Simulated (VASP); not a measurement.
# S (Fm-3m) in VASP: further runs

S is run at these levels: PBE; tasks: single point, relaxation of cell and atoms.

Everything below comes from runs of VASP 6.6.1. Logs are shortened: lines on timing, memory, paths and dates and some standing lists are left out, and cuts for length are marked.

**1. The cell of the first run**

It takes space group Fm-3m (No. 225, cubic). Conventional cell: a = 3.991 Å, b = 3.991 Å, c = 3.991 Å, α = 90.00°, β = 90.00°, γ = 90.00°. Within 3.7 Å of S (site symmetry m-3m) lie 12 S at 2.82 Å.

This isn't the form of S at room conditions, which is orthorhombic, of S8 rings.

**2. Single point, PBE**

File INCAR:

```
SYSTEM = S
  PREC = Accurate
  ENCUT = 520
  EDIFF = 1E-6
  ISMEAR = -1
  SIGMA = 0.08
  LREAL = .FALSE.
  LASPH = .TRUE.
  NELM = 100
  ALGO = Normal
  ISIF = 2
  LWAVE = .FALSE.
  LCHARG = .TRUE.
  GGA = PE
  LELF = .TRUE.
  LVHAR = .TRUE.
  NBANDS = 9
```

File KPOINTS:

```
regular mesh
0
G
  17 17 17
  0 0 0
```

File POSCAR:

```
S
1.0
    0.0000000000      1.9952990105      1.9952990105
    1.9952990105      0.0000000000      1.9952990105
    1.9952990105      1.9952990105      0.0000000000
S
1
Direct
    0.0000000000      0.0000000000      0.0000000000
```

Potentials or basis: VASP PAW PBE potentials, release 64 (S).

Launch:

```sh
> cat potpaw_PBE.64/S/POTCAR > POTCAR
> mpirun -np 1 vasp_std > vasp.out
```

OUTCAR:

```text
SYSTEM = S
   PREC = Accurate
   ENCUT = 520
   EDIFF = 1E-6
   ISMEAR = -1
   LREAL = .FALSE.
   LASPH = .TRUE.
   NELM = 100
   ISIF = 2
   GGA = PE

 ion  position               nearest neighbor table
   1  0.000  0.000  0.000-

  LATTYP: Found a face centered cubic cell.
 ALAT       =     3.9905980210

  Lattice vectors:

 A1 = (   0.0000000000,   1.9952990105,   1.9952990105)
 A2 = (   1.9952990105,   0.0000000000,   1.9952990105)
 A3 = (   1.9952990105,   1.9952990105,   0.0000000000)

Analysis of symmetry for initial positions (statically):
=====================================================================
 Subroutine PRICEL returns:
 Original cell was already a primitive cell.

 Routine SETGRP: Setting up the symmetry group for a
 face centered cubic supercell.

 Subroutine GETGRP returns: Found 48 space group operations
 (whereof 48 operations were pure point group operations)
 out of a pool of 48 trial point group operations.

The static configuration has the point symmetry O_h .

Analysis of symmetry for dynamics (positions and initial velocities):
=====================================================================
 Subroutine PRICEL returns:
 Original cell was already a primitive cell.

 Routine SETGRP: Setting up the symmetry group for a
 face centered cubic supercell.

 Subroutine GETGRP returns: Found 48 space group operations
 (whereof 48 operations were pure point group operations)
 out of a pool of 48 trial point group operations.

The dynamic configuration has the point symmetry O_h .

 Subroutine INISYM returns: Found 48 space group operations
 (whereof 48 operations are pure point group operations),
 and found     1 'primitive' translations

----------------------------------------------------------------------------------------

                                     Primitive cell

  volume of cell :      15.8874

  direct lattice vectors                    reciprocal lattice vectors
     0.000000000  1.995299010  1.995299010    -0.250589008  0.250589008  0.250589008
     1.995299010  0.000000000  1.995299010     0.250589008 -0.250589008  0.250589008
     1.995299010  1.995299010  0.000000000     0.250589008  0.250589008 -0.250589008

  length of vectors
     2.821778922  2.821778922  2.821778922     0.434032894  0.434032894  0.434032894

  position of ions in fractional coordinates (direct lattice)
     0.000000000  0.000000000  0.000000000

  ion indices of the primitive-cell ions
   primitive index   ion index
                 1           1

----------------------------------------------------------------------------------------

 KPOINTS: regular mesh

Automatic generation of k-mesh.
 Grid dimensions read from file:
 generate k-points for:   17   17   17

 Generating k-lattice:

  Cartesian coordinates                     Fractional coordinates (reciprocal lattice)
    -0.014740530  0.014740530  0.014740530     0.058823529  0.000000000  0.000000000
     0.014740530 -0.014740530  0.014740530     0.000000000  0.058823529  0.000000000
     0.014740530  0.014740530 -0.014740530     0.000000000  0.000000000  0.058823529

  Length of vectors
     0.025531347  0.025531347  0.025531347

  Shift w.r.t. Gamma in fractional coordinates (k-lattice)
     0.000000000  0.000000000  0.000000000

 Subroutine IBZKPT returns following result:
 ===========================================

 Found    165 irreducible k-points:

 Following reciprocal coordinates:
            Coordinates               Weight
  0.000000  0.000000  0.000000      1.000000
  0.058824  0.000000  0.000000      8.000000
  0.117647  0.000000  0.000000      8.000000
  0.176471  0.000000  0.000000      8.000000
  0.235294  0.000000  0.000000      8.000000
  0.294118  0.000000  0.000000      8.000000
[... 16 lines left out ...]
 -0.176471  0.058824  0.000000     24.000000
 -0.117647  0.058824  0.000000     24.000000
 [... further k-points ...]
   k-points           NKPTS =    165   k-points in BZ     NKDIM =    165   number of bands    NBANDS=      9
   number of dos      NEDOS =    301   number of ions     NIONS =      1
   total plane-waves  NPLWV =  13824
   dimension x,y,z NGX =    24 NGY =   24 NGZ =   24
   dimension x,y,z NGXF=    48 NGYF=   48 NGZF=   48
   ions per type =               1
   NGX,Y,Z   is equivalent  to a cutoff of  14.14, 14.14, 14.14 a.u.
   NGXF,Y,Z  is equivalent  to a cutoff of  28.28, 28.28, 28.28 a.u.
 SYSTEM =  S
   PREC   = accura    normal or accurate (medium, high low for compatibility)
   ISTART =      0    job   : 0-new  1-cont  2-samecut
   ICHARG =      2    charge: 1-file 2-atom 10-const
   ISPIN  =      1    spin polarized calculation?
   LNONCOLLINEAR =      F non collinear calculations
   LSORBIT =      F    spin-orbit coupling
   LASPH  =      T    aspherical Exc in radial PAW
   ENCUT  =  520.0 eV  38.22 Ry    6.18 a.u.   5.25  5.25  5.25*2*pi/ulx,y,z
   NELM   =    100;   NELMIN=  2; NELMDL= -5     # of ELM steps
   EDIFF  = 0.1E-05   stopping-criterion for ELM
   LREAL  =      F    real-space projection
   EDIFFG = 0.1E-04   stopping-criterion for IOM
   NSW    =      0    number of steps for IOM
   IBRION =     -1    ionic relax: 0-MD 1-quasi-New 2-CG
   NFREE  =      0    steps in history (QN), initial steepest desc. (CG)
   ISIF   =      2    stress and relaxation
   ISYM   =      2    0-nonsym 1-usesym 2-fastsym
   POTIM  = 0.5000    time-step for ionic-motion
   TEBEG  =    0.0;   TEEND  =   0.0 temperature during run
   PSTRESS=    0.0 pullay stress
   NELECT =       6.0000    total number of electrons
   NUPDOWN=      -1.0000    fix difference up-down
   EMIN   =  10.00;   EMAX   =-10.00  energy-range for DOS
   EFERMI =   0.00;   METHOD = LEGACY
   ISMEAR =    -1;   SIGMA  =   0.08  broadening in eV -4-tet -1-fermi 0-gaus
   EFERMI_NEDOS =   21; number of points for ismear=-14 and -15
   IALGO  =     38    algorithm
   IMIX   =      4    mixing-type and parameters
     AMIX     =   0.40;   BMIX     =  1.00
     AMIX_MAG =   1.60;   BMIX_MAG =  1.00
  volume/ion in A,a.u.               =      15.89       107.21
  Fermi-wavevector in a.u.,A,eV,Ry     =   1.183334  2.236177 19.051950  1.400279
  Thomas-Fermi vector in A             =   2.319570
   LORBIT       =      0    0 simple, 1 ext, 2 COOP (PROOUT), +10 PAW based schemes
   GGA     = PE    functional components
   LHFCALC =     F    Hartree Fock is set to
   AEXX    =    0.0000 exact exchange contribution
   IVDW    =     0    specifies the selected vdW correction
   LEPSILON=     F    determine dielectric tensor
   LRPA    =     F    only Hartree local field effects (RPA)
 non-spin polarized calculation
  energy-cutoff  :      520.00
  volume of cell :       15.89
 maximum number of plane-waves:       444
 NGX is ok and might be reduce to    24
   NGX = 11   NGY = 11   NGZ = 11

 number of electron       5.9999999 magnetization

 Free energy of the ion-electron system (eV)
  ---------------------------------------------------
  ext. energy  EPLUGINS =         0.00000000
  ---------------------------------------------------
  free energy    TOTEN  =        -2.83728689 eV

  energy without entropy =       -2.81828990  energy(sigma->0) =       -2.82778840

 E-fermi :   7.3852     XC(G=0): -11.1599

 val. band max:        7.3705411545   @ k =  -0.2353   0.3529   0.1176
 cond. band min:       7.4052694593   @ k =   0.4118   0.1765   0.0000
 fundamental gap:      0.0347283048
 Fermi energy:         7.3852382128

 k-point     1 :       0.0000    0.0000    0.0000
  band No.  band energies     occupation
      1      -9.2816      2.00000
      2      10.5706      0.00000
      3      10.5706      0.00000
      4      10.5706      0.00000
      5      19.5109      0.00000
      6      19.5109      0.00000
      7      19.5109      0.00000
      8      21.7259      0.00000
      9      24.8224      0.00000

 k-point     2 :       0.0588    0.0000    0.0000
  band No.  band energies     occupation
      1      -9.2000      2.00000
      2      10.1061      0.00000
      3      10.5090      0.00000
      4      10.5090      0.00000
      5      19.3511      0.00000
      6      19.6543      0.00000
      7      19.6543      0.00000
      8      22.0007      0.00000
      9      24.5631      0.00000

 k-point     3 :       0.1176    0.0000    0.0000
  band No.  band energies     occupation
      1      -8.9566      2.00000
      2       8.9056      0.00000
      3      10.3431      0.00000
      4      10.3431      0.00000
      5      18.9114      0.00000
      6      20.0095      0.00000
      7      20.0095      0.00000
      8      22.7976      0.00000
      9      24.0239      0.00000

 k-point     4 :       0.1765    0.0000    0.0000
  band No.  band energies     occupation
      1      -8.5562      2.00000
      2       7.3126      1.42501
      3      10.1164      0.00000
      4      10.1164      0.00000
      5      18.3708      0.00000
      6      20.3104      0.00000
      7      20.3104      0.00000
      8      23.7153      0.00000
      9      23.7187      0.00000

 k-point     5 :       0.2353    0.0000    0.0000
  band No.  band energies     occupation
      1      -8.0087      2.00000
      2       5.5803      2.00000
      3       9.8750      0.00000
      4       9.8750      0.00000
      5      17.8678      0.00000
      6      20.2049      0.00000
      7      20.2049      0.00000
      8      24.1112      0.00000
      9      24.1113      0.00000

 k-point     6 :       0.2941    0.0000    0.0000
  band No.  band energies     occupation
      1      -7.3339      2.00000
      2       3.8645      2.00000
      3       9.6541      0.00000
      4       9.6541      0.00000
      5      17.4557      0.00000
      6      19.7751      0.00000
      7      19.7751      0.00000
      8      25.1554      0.00000
      9      25.2593      0.00000
[... 169 lines left out ...]
 k-point    21 :      -0.2941    0.0588    0.0000
  band No.  band energies     occupation
      1      -7.0191      2.00000
      2       3.3664      2.00000
      3       8.9148      0.00000
      4       9.7743      0.00000
      5      17.6637      0.00000
      6      19.5505      0.00000
      7      19.5788      0.00000
      8      24.6526      0.00000
      9      24.8340      0.00000

 k-point    22 :      -0.2353    0.0588    0.0000
  band No.  band energies     occupation
      1      -7.7271      2.00000
      2       5.0346      2.00000
      3       9.1080      0.00000
      4      10.0298      0.00000
      5      17.9919      0.00000
      6      20.0267      0.00000
      7      20.1044      0.00000
      8      23.4355      0.00000
      9      23.9307      0.00000

 k-point    23 :      -0.1765    0.0588    0.0000
  band No.  band energies     occupation
      1      -8.3185      2.00000
      2       6.7470      1.99931
      3       9.3748      0.00000
      4      10.2719      0.00000
      5      18.3829      0.00000
      6      20.2761      0.00000
      7      20.4390      0.00000
      8      22.8170      0.00000
      9      23.2347      0.00000

 k-point    24 :      -0.1176    0.0588    0.0000
  band No.  band energies     occupation
      1      -8.7685      2.00000
      2       8.3513      0.00001
      3       9.7009      0.00000
      4      10.4602      0.00000
      5      18.7801      0.00000
      6      20.0576      0.00000
      7      20.3293      0.00000
      8      22.9055      0.00000
      9      23.0852      0.00000

 [... further k-points ...]

------------------------ aborting loop because EDIFF is reached ----------------------------------------

  FORCE on cell =-STRESS in cart. coord.  units (eV):
  Direction    XX          YY          ZZ          XY          YZ          ZX
  --------------------------------------------------------------------------------------
  -------------------------------------------------------------------------------------
  Total       -0.0169460     -0.0169460     -0.0169460      0.0000000      0.0000000      0.0000000
  in kB       -1.7089260     -1.7089260     -1.7089260      0.0000000      0.0000000      0.0000000
  external PRESSURE =      -1.7089260 kB  Pullay stress =       0.0000000 kB

 VOLUME and BASIS-vectors are now :
 -----------------------------------------------------------------------------
  energy-cutoff  :      520.00
  volume of cell :       15.89
      direct lattice vectors                 reciprocal lattice vectors
     0.000000000  1.995299010  1.995299010    -0.250589008  0.250589008  0.250589008
     1.995299010  0.000000000  1.995299010     0.250589008 -0.250589008  0.250589008
     1.995299010  1.995299010  0.000000000     0.250589008  0.250589008 -0.250589008

 POSITION                                       TOTAL-FORCE (eV/Angst)
 -----------------------------------------------------------------------------------
      0.00000      0.00000      0.00000         0.000000      0.000000     -0.000000
 -----------------------------------------------------------------------------------
    total drift:                                0.000000     -0.000000     -0.000000

  FREE ENERGIE OF THE ION-ELECTRON SYSTEM (eV)
  ---------------------------------------------------
  free  energy   TOTEN  =        -2.8372868949 eV

  energy  without entropy=       -2.8182899046  energy(sigma->0) =       -2.82778840
```

Run time: 12 s. Hardware: 1 thread of Intel Xeon Platinum 8488C (Sapphire Rapids), shared host; peak memory 0.14 GiB.

What came out:

```
Free energy            : -2.8373 eV
Pressure               : -0.2 GPa
Band gap on the k mesh : zero (bands 3 and 4 overlap by 5.51 eV)
```

Levels at points of the mesh, in eV from the Fermi level:
```csv
k point,band 1,band 2,band 3,band 4,band 5,band 6,band 7
"(0.00, 0.00, 0.00)",-16.67,3.19,3.19,3.19,12.13,12.13,12.13
```

[end of part 1 of 2]
